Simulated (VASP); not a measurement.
# PbSe (Cmcm) in VASP: further runs, part 2 of 2

VASP 6.6.1. Earlier steps stand in the parts before.

### Step 4. Single point, PBE

This run uses another cell than the first one, of 30.59 Å³/atom, 1.040 times its volume.

INCAR

```
PREC     = Accurate       # precision mode
ENCUT    = 520            # plane-wave cutoff, eV
EDIFF    = 1E-6           # SCF threshold, eV
ISMEAR   = -1             # smearing method
SIGMA    = 0.05           # smearing width, eV
LREAL    = F              # projectors in reciprocal space
LASPH    = T              # aspherical terms in the spheres
NELM     = 80             # most SCF steps
ALGO     = Normal         # electronic algorithm
ISIF     = 2              # what is computed and relaxed
LWAVE    = F              # write WAVECAR
LCHARG   = F              # write CHGCAR
GGA      = PE             # functional
NBANDS   = 28             # bands
```

KPOINTS

```
Automatic mesh
0
Gamma
  7 7 6
```

POSCAR

```
PbSe
1.0
    2.1832334812     -6.2146664402      0.0000000000
    2.1832334812      6.2146664402      0.0000000000
    0.0000000000      0.0000000000      4.5090594121
Pb Se
2 2
Direct
    0.3682392700      0.6317607300      0.2500000000
    0.6317607300      0.3682392700      0.7500000000
    0.1387100400      0.8612899600      0.2500000000
    0.8612899600      0.1387100400      0.7500000000
```

Potentials or basis: VASP PAW PBE potentials, release 64 (Pb_d, Se).

Run with:

```bash
$ cat potpaw_PBE.64/Pb_d/POTCAR potpaw_PBE.64/Se/POTCAR > POTCAR
$ mpirun -np 1 vasp_std > vasp.out
```

OUTCAR:

```text
PREC = Accurate
   ENCUT = 520
   EDIFF = 1E-6
   ISMEAR = -1
   LREAL = F
   LASPH = T
   NELM = 80
   ISIF = 2
   GGA = PE

 ion  position               nearest neighbor table
   1  0.368  0.632  0.250-   3 2.85   4 3.14   4 3.14   4 3.14   4 3.14   2 3.98   2 3.98
   2  0.632  0.368  0.750-   4 2.85   3 3.14   3 3.14   3 3.14   3 3.14   1 3.98   1 3.98
   3  0.139  0.861  0.250-   1 2.85   2 3.14   2 3.14   2 3.14   2 3.14
   4  0.861  0.139  0.750-   2 2.85   1 3.14   1 3.14   1 3.14   1 3.14

  LATTYP: Found a base centered orthorhombic cell.
[... 947 lines left out ...]
  --------------------------------------------------------------------------------------
  -------------------------------------------------------------------------------------
  Total       -0.6759385     -0.3963221     -0.6615349      0.0000000      0.0000000      0.0000000
  in kB       -8.8508265     -5.1894928     -8.6622229      0.0000000      0.0000000      0.0000000
  external PRESSURE =      -7.5675140 kB  Pullay stress =       0.0000000 kB

 VOLUME and BASIS-vectors are now :
 -----------------------------------------------------------------------------
  energy-cutoff  :      520.00
  volume of cell :      122.36
      direct lattice vectors                 reciprocal lattice vectors
     2.183233481 -6.214666440  0.000000000     0.229018107 -0.080454841  0.000000000
     2.183233481  6.214666440  0.000000000     0.229018107  0.080454841  0.000000000
     0.000000000  0.000000000  4.509059412     0.000000000  0.000000000  0.221775743

 POSITION                                       TOTAL-FORCE (eV/Angst)
 -----------------------------------------------------------------------------------
      2.18323      1.63770      1.12726         0.000000      0.105297      0.000000
      2.18323     -1.63770      3.38179         0.000000     -0.105297     -0.000000
      2.18323      4.49059      1.12726         0.000000     -0.005948     -0.000000
      2.18323     -4.49059      3.38179         0.000000      0.005948     -0.000000
 -----------------------------------------------------------------------------------
    total drift:                               -0.000000     -0.000000     -0.000000

  FREE ENERGIE OF THE ION-ELECTRON SYSTEM (eV)
  ---------------------------------------------------
  free  energy   TOTEN  =       -16.1937324691 eV

  energy  without entropy=      -16.1937310041  energy(sigma->0) =      -16.19373174
```

OSZICAR:

```text
N       E                     dE             d eps       ncg     rms          rms(c)
DAV:   1     0.407765325072E+03    0.40777E+03   -0.18613E+04  3584   0.148E+03
DAV:   2     0.267186188775E+02   -0.38105E+03   -0.37003E+03  3688   0.387E+02
DAV:   3    -0.150514446630E+02   -0.41770E+02   -0.40777E+02  4596   0.147E+02
DAV:   4    -0.168337922374E+02   -0.17823E+01   -0.17768E+01  4184   0.328E+01
DAV:   5    -0.168969661205E+02   -0.63174E-01   -0.63169E-01  4588   0.657E+00    0.393E+00
DAV:   6    -0.161940384624E+02    0.70293E+00   -0.16224E+00  4960   0.758E+00    0.208E+00
DAV:   7    -0.161901427488E+02    0.38957E-02   -0.33495E-01  3992   0.233E+00    0.127E+00
DAV:   8    -0.161966875830E+02   -0.65448E-02   -0.47831E-02  4508   0.181E+00    0.350E-01
DAV:   9    -0.161934916786E+02    0.31959E-02   -0.11150E-02  5028   0.837E-01    0.986E-02
DAV:  10    -0.161936975891E+02   -0.20591E-03   -0.11212E-03  4388   0.153E-01    0.343E-02
DAV:  11    -0.161937319506E+02   -0.34362E-04   -0.80478E-05  4252   0.657E-02    0.868E-03
DAV:  12    -0.161937324691E+02   -0.51847E-06   -0.93797E-06  3816   0.172E-02
   1 F= -.16193732E+02 E0= -.16193732E+02  d E =-.146498E-05
```

Run time: 7 min. Hardware: 1 thread of AMD EPYC 7R13 (Zen 3), shared host; peak memory 0.36 GiB.

What came out:

```yaml
Free_energy: -16.1937 eV
Pressure: -0.8 GPa
Largest_force: 0.105 eV/Å
Band_gap_on_the_k_mesh: 1.04 eV, direct
```

Forces in eV/Å, atoms in the order of the input:
```
Pb   0.000  0.105  0.000
Pb   0.000 -0.105  0.000
Se   0.000 -0.006  0.000
Se   0.000  0.006  0.000
```

Caveat: spin-orbit coupling is left out, which moves the levels of the heavy elements.

### Step 5. The runs side by side

| cell | gap on the mesh (eV) | pressure (GPa) | largest force (eV/Å) |
| --- | --- | --- | --- |
| a = 6.501, b = 6.501, c = 4.450 Å, angles 90.0, 90.0, 141.3°, 4 atoms | 1.02 | 1.0 | 0.14 |
| a = 6.545, b = 6.545, c = 4.480 Å, angles 90.0, 90.0, 141.3°, 4 atoms | 1.03 | 0.1 | 0.06 |
| a = 6.587, b = 6.587, c = 4.509 Å, angles 90.0, 90.0, 141.3°, 4 atoms | 1.04 | -0.8 | 0.11 |

Alike in all rows: task single point; level PBE; potentials or basis VASP PAW PBE potentials, release 64 (Pb_d, Se); no spin polarisation; k mesh 7 × 7 × 6; cutoff (eV) 520; smearing fermi-dirac 0.05 eV.

Caveats: spin-orbit coupling is left out, which moves the levels of the heavy elements.

Absolute energies hang on the potentials; compare differences alone.
